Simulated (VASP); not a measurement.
# Ta (P6_3/mmc) in VASP: settings compared

Aim: see how the results for Ta move with the level of theory and the settings. Levels: LDA, PBE. Tasks: single point.

Program: VASP 6.6.1. These are calculated values, not measurements. Logs are shortened: lines on timing, memory, paths and dates and some standing lists are left out, and cuts for length are marked.

## (1) The cell of the first run

Symmetry: P6_3/mmc, No. 194, hexagonal system. The conventional cell has a = 2.957 Å, b = 2.957 Å, c = 5.268 Å, α = 90.00°, β = 90.00°, γ = 120.00°. Ta (site symmetry -6m2) has 12 Ta at 2.96 to 3.14 Å within 3.9 Å.

## (2) Single point, LDA (volume scaled by 1.06)

INCAR reads:

```
PREC     = Accurate       # precision mode
ENCUT    = 520            # plane-wave cutoff, eV
EDIFF    = 1E-7           # SCF threshold, eV
ISMEAR   = -1             # smearing method
SIGMA    = 0.05           # smearing width, eV
LREAL    = F              # projectors in reciprocal space
LASPH    = T              # aspherical terms in the spheres
NELM     = 100            # most SCF steps
ALGO     = Normal         # electronic algorithm
ISIF     = 2              # what is computed and relaxed
LWAVE    = F              # write WAVECAR
LCHARG   = T              # write CHGCAR
GGA      = CA             # functional
LELF     = T              # ELF
LVHAR    = T            
NBANDS   = 18             # bands
```

KPOINTS reads:

```
Automatic mesh
0
Gamma
  11 11 5
```

POSCAR reads:

```
Ta
1.0
    2.9572565550      0.0000000000      0.0000000000
   -1.4786282775      2.5610593022      0.0000000000
    0.0000000000      0.0000000000      5.2675992145
Ta
2
Direct
    0.3333333333      0.6666666667      0.2500000000
    0.6666666667      0.3333333333      0.7500000000
```

Potentials or basis: VASP PAW LDA potentials, release 64 (Ta_pv).

On the command line:

```
$ cat potpaw_LDA.64/Ta_pv/POTCAR > POTCAR
$ mpirun -np 1 vasp_std > vasp.out
```

OUTCAR:

```text
PREC = Accurate
   ENCUT = 520
   EDIFF = 1E-7
   ISMEAR = -1
   LREAL = F
   LASPH = T
   NELM = 100
   ISIF = 2
   GGA = CA

 ion  position               nearest neighbor table
   1  0.333  0.667  0.250-   2 3.14   2 3.14   2 3.14   2 3.14   2 3.14   2 3.14
   2  0.667  0.333  0.750-   1 3.14   1 3.14   1 3.14   1 3.14   1 3.14   1 3.14

  LATTYP: Found a hexagonal cell.
 ALAT       =     2.9572565550
 C/A-ratio  =     1.7812452577

  Lattice vectors:

 A1 = (   2.9572565550,   0.0000000000,   0.0000000000)
 A2 = (  -1.4786282775,   2.5610593022,   0.0000000000)
 A3 = (   0.0000000000,   0.0000000000,   5.2675992145)

Analysis of symmetry for initial positions (statically):
=====================================================================
 Subroutine PRICEL returns:
 Original cell was already a primitive cell.

 Routine SETGRP: Setting up the symmetry group for a
 hexagonal supercell.

 Subroutine GETGRP returns: Found 24 space group operations
 (whereof 12 operations were pure point group operations)
 out of a pool of 24 trial point group operations.

The static configuration has the point symmetry D_3d.
 The point group associated with its full space group is D_6h.

Analysis of symmetry for dynamics (positions and initial velocities):
=====================================================================
 Subroutine PRICEL returns:
 Original cell was already a primitive cell.

 Routine SETGRP: Setting up the symmetry group for a
 hexagonal supercell.

 Subroutine GETGRP returns: Found 24 space group operations
 (whereof 12 operations were pure point group operations)
 out of a pool of 24 trial point group operations.

The dynamic configuration has the point symmetry D_3d.
 The point group associated with its full space group is D_6h.

 Subroutine INISYM returns: Found 24 space group operations
 (whereof 12 operations are pure point group operations),
 and found     1 'primitive' translations

----------------------------------------------------------------------------------------

                                     Primitive cell

  volume of cell :      39.8953

  direct lattice vectors                    reciprocal lattice vectors
     2.957256555  0.000000000  0.000000000     0.338151250  0.195231715  0.000000000
    -1.478628277  2.561059302  0.000000000     0.000000000  0.390463430  0.000000000
     0.000000000  0.000000000  5.267599214     0.000000000  0.000000000  0.189839804

  length of vectors
     2.957256555  2.957256555  5.267599214     0.390463430  0.390463430  0.189839804

  position of ions in fractional coordinates (direct lattice)
     0.333333333  0.666666667  0.250000000
     0.666666667  0.333333333  0.750000000

  ion indices of the primitive-cell ions
   primitive index   ion index
                 1           1
                 2           2

----------------------------------------------------------------------------------------

 KPOINTS: Automatic mesh

Automatic generation of k-mesh.
 Grid dimensions read from file:
 generate k-points for:   11   11    5

 Generating k-lattice:

  Cartesian coordinates                     Fractional coordinates (reciprocal lattice)
     0.030741023  0.017748338  0.000000000     0.090909091  0.000000000  0.000000000
     0.000000000  0.035496675  0.000000000     0.000000000  0.090909091  0.000000000
     0.000000000  0.000000000  0.037967961     0.000000000  0.000000000  0.200000000

  Length of vectors
     0.035496675  0.035496675  0.037967961

  Shift w.r.t. Gamma in fractional coordinates (k-lattice)
     0.000000000  0.000000000  0.000000000

 Subroutine IBZKPT returns following result:
 ===========================================

 Found     48 irreducible k-points:

 Following reciprocal coordinates:
            Coordinates               Weight
  0.000000  0.000000  0.000000      1.000000
  0.090909 -0.000000  0.000000      6.000000
  0.181818 -0.000000  0.000000      6.000000
  0.272727  0.000000  0.000000      6.000000
  0.363636 -0.000000  0.000000      6.000000
  0.454545 -0.000000  0.000000      6.000000
[... 16 lines left out ...]
  0.090909  0.090909  0.200000     12.000000
  0.181818  0.090909  0.200000     24.000000
 [... further k-points ...]
   k-points           NKPTS =     48   k-points in BZ     NKDIM =     48   number of bands    NBANDS=     18
   number of dos      NEDOS =    301   number of ions     NIONS =      2
   total plane-waves  NPLWV =  23040
   dimension x,y,z NGX =    24 NGY =   24 NGZ =   40
   dimension x,y,z NGXF=    48 NGYF=   48 NGZF=   80
   ions per type =               2
   NGX,Y,Z   is equivalent  to a cutoff of  13.49, 13.49, 12.62 a.u.
   NGXF,Y,Z  is equivalent  to a cutoff of  26.98, 26.98, 25.25 a.u.
 SYSTEM =  unknown system
   PREC   = accura    normal or accurate (medium, high low for compatibility)
   ISTART =      0    job   : 0-new  1-cont  2-samecut
   ICHARG =      2    charge: 1-file 2-atom 10-const
   ISPIN  =      1    spin polarized calculation?
   LNONCOLLINEAR =      F non collinear calculations
   LSORBIT =      F    spin-orbit coupling
   LASPH  =      T    aspherical Exc in radial PAW
   ENCUT  =  520.0 eV  38.22 Ry    6.18 a.u.   5.50  5.50  9.79*2*pi/ulx,y,z
   NELM   =    100;   NELMIN=  2; NELMDL= -5     # of ELM steps
   EDIFF  = 0.1E-06   stopping-criterion for ELM
   LREAL  =      F    real-space projection
   EDIFFG = 0.1E-05   stopping-criterion for IOM
   NSW    =      0    number of steps for IOM
   IBRION =     -1    ionic relax: 0-MD 1-quasi-New 2-CG
   NFREE  =      0    steps in history (QN), initial steepest desc. (CG)
   ISIF   =      2    stress and relaxation
   ISYM   =      2    0-nonsym 1-usesym 2-fastsym
   POTIM  = 0.5000    time-step for ionic-motion
   TEBEG  =    0.0;   TEEND  =   0.0 temperature during run
   PSTRESS=    0.0 pullay stress
   NELECT =      22.0000    total number of electrons
   NUPDOWN=      -1.0000    fix difference up-down
   EMIN   =  10.00;   EMAX   =-10.00  energy-range for DOS
   EFERMI =   0.00;   METHOD = LEGACY
   ISMEAR =    -1;   SIGMA  =   0.05  broadening in eV -4-tet -1-fermi 0-gaus
   EFERMI_NEDOS =   21; number of points for ismear=-14 and -15
   IALGO  =     38    algorithm
   IMIX   =      4    mixing-type and parameters
     AMIX     =   0.40;   BMIX     =  1.00
     AMIX_MAG =   1.60;   BMIX_MAG =  1.00
  volume/ion in A,a.u.               =      19.95       134.61
  Fermi-wavevector in a.u.,A,eV,Ry     =   1.342482  2.536924 24.521223  1.802259
  Thomas-Fermi vector in A             =   2.470633
   LORBIT       =      0    0 simple, 1 ext, 2 COOP (PROOUT), +10 PAW based schemes
   GGA     = CA    functional components
   LHFCALC =     F    Hartree Fock is set to
   AEXX    =    0.0000 exact exchange contribution
   IVDW    =     0    specifies the selected vdW correction
   LEPSILON=     F    determine dielectric tensor
   LRPA    =     F    only Hartree local field effects (RPA)
 non-spin polarized calculation
  energy-cutoff  :      520.00
  volume of cell :       39.90
 maximum number of plane-waves:      1099
 NGX is ok and might be reduce to    24
   NGX = 11   NGY = 11   NGZ = 19

 number of electron      22.0000000 magnetization

 Free energy of the ion-electron system (eV)
  ---------------------------------------------------
  ext. energy  EPLUGINS =         0.00000000
  ---------------------------------------------------
  free energy    TOTEN  =       -24.76609200 eV

  energy without entropy =      -24.74552367  energy(sigma->0) =      -24.75580783

 E-fermi :   4.9995     XC(G=0): -12.2724

 val. band max:        4.9892376329   @ k =   0.1818  -0.0000   0.0000
 cond. band min:       5.0097335257   @ k =   0.3636  -0.0000   0.0000
 fundamental gap:      0.0204958928
 Fermi energy:         4.9994690448

 k-point     1 :       0.0000    0.0000    0.0000
  band No.  band energies     occupation
      1     -29.4482      2.00000
      2     -28.7766      2.00000
      3     -28.6655      2.00000
      4     -28.6655      2.00000
      5     -28.5966      2.00000
      6     -28.5966      2.00000
[... 10 lines left out ...]
     17       9.6799      0.00000
     18       9.6799      0.00000

 k-point     2 :       0.0909   -0.0000    0.0000
  band No.  band energies     occupation
      1     -29.4265      2.00000
      2     -28.7791      2.00000
      3     -28.7357      2.00000
      4     -28.6846      2.00000
      5     -28.6683      2.00000
      6     -28.6098      2.00000
[... 10 lines left out ...]
     17       9.7853      0.00000
     18      10.2849      0.00000

 k-point     3 :       0.1818   -0.0000    0.0000
  band No.  band energies     occupation
      1     -29.3658      2.00000
      2     -28.9224      2.00000
      3     -28.8552      2.00000
      4     -28.7885      2.00000
      5     -28.7347      2.00000
      6     -28.6462      2.00000
[... 10 lines left out ...]
     17       9.9491      0.00000
     18      11.5253      0.00000

 k-point     4 :       0.2727    0.0000    0.0000
  band No.  band energies     occupation
      1     -29.2781      2.00000
      2     -29.1628      2.00000
      3     -29.0892      2.00000
      4     -28.8085      2.00000
      5     -28.7982      2.00000
      6     -28.6946      2.00000
[... 375 lines left out ...]
      4     -28.8814      2.00000
      5     -28.8767      2.00000
      6     -28.7783      2.00000
[... 10 lines left out ...]
     17      10.9584      0.00000
     18      11.3461      0.00000

 k-point    23 :       0.0909    0.0909    0.2000
  band No.  band energies     occupation
      1     -29.3350      2.00000
      2     -28.8797      2.00000
      3     -28.8424      2.00000
      4     -28.7783      2.00000
      5     -28.7036      2.00000
      6     -28.6513      2.00000
[... 10 lines left out ...]
     17       9.6470      0.00000
     18      10.4973      0.00000

 k-point    24 :       0.1818    0.0909    0.2000
  band No.  band energies     occupation
      1     -29.2829      2.00000
      2     -29.0461      2.00000
      3     -29.0173      2.00000
      4     -28.8312      2.00000
      5     -28.7672      2.00000
      6     -28.7069      2.00000
[... 10 lines left out ...]
     17       9.5905      0.00000
     18      11.1095      0.00000

 [... further k-points ...]

------------------------ aborting loop because EDIFF is reached ----------------------------------------

  FORCE on cell =-STRESS in cart. coord.  units (eV):
  Direction    XX          YY          ZZ          XY          YZ          ZX
  --------------------------------------------------------------------------------------
  -------------------------------------------------------------------------------------
  Total       -5.3020484     -5.3020484     -4.3119536      0.0000000      0.0000000     -0.0000000
  in kB     -212.9280640   -212.9280640   -173.1662694      0.0000000      0.0000000     -0.0000000
  external PRESSURE =    -199.6741324 kB  Pullay stress =       0.0000000 kB

 VOLUME and BASIS-vectors are now :
 -----------------------------------------------------------------------------
  energy-cutoff  :      520.00
  volume of cell :       39.90
      direct lattice vectors                 reciprocal lattice vectors
     2.957256555  0.000000000  0.000000000     0.338151250  0.195231715  0.000000000
    -1.478628277  2.561059302  0.000000000     0.000000000  0.390463430  0.000000000
     0.000000000  0.000000000  5.267599214     0.000000000  0.000000000  0.189839804

 POSITION                                       TOTAL-FORCE (eV/Angst)
 -----------------------------------------------------------------------------------
     -0.00000      1.70737      1.31690        -0.000000      0.000000      0.000000
      1.47863      0.85369      3.95070         0.000000      0.000000      0.000000
 -----------------------------------------------------------------------------------
    total drift:                               -0.000000      0.000000     -0.000000

  FREE ENERGIE OF THE ION-ELECTRON SYSTEM (eV)
  ---------------------------------------------------
  free  energy   TOTEN  =       -24.7660919963 eV

  energy  without entropy=      -24.7455236731  energy(sigma->0) =      -24.75580783
```

Run time: 17 s. Hardware: 1 thread of Intel Xeon 6975P-C, shared host; peak memory 0.16 GiB.

What came out:

- Free energy: -24.7661 eV
- Pressure: -20.0 GPa
- Band gap on the k mesh: zero (band 11 reaches 5.84 eV, above the bottom of band 12 at 4.48 eV)

Stress tensor (GPa, compression positive):
```
-21.29   0.00   0.00
  0.00 -21.29   0.00
  0.00   0.00 -17.32
```

Levels at points of the mesh, in eV from the Fermi level:
| k point | band 8 | band 9 | band 10 | band 11 | band 12 | band 13 | band 14 | band 15 |
| --- | --- | --- | --- | --- | --- | --- | --- | --- |
| (0.00, 0.00, 0.00) | -4.68 | -0.53 | -0.12 | 0.55 | 0.55 | 1.06 | 1.06 | 2.70 |

Caveat: spin-orbit coupling is left out, which moves the levels of the heavy elements.

(Continued in part 2 of 3.)
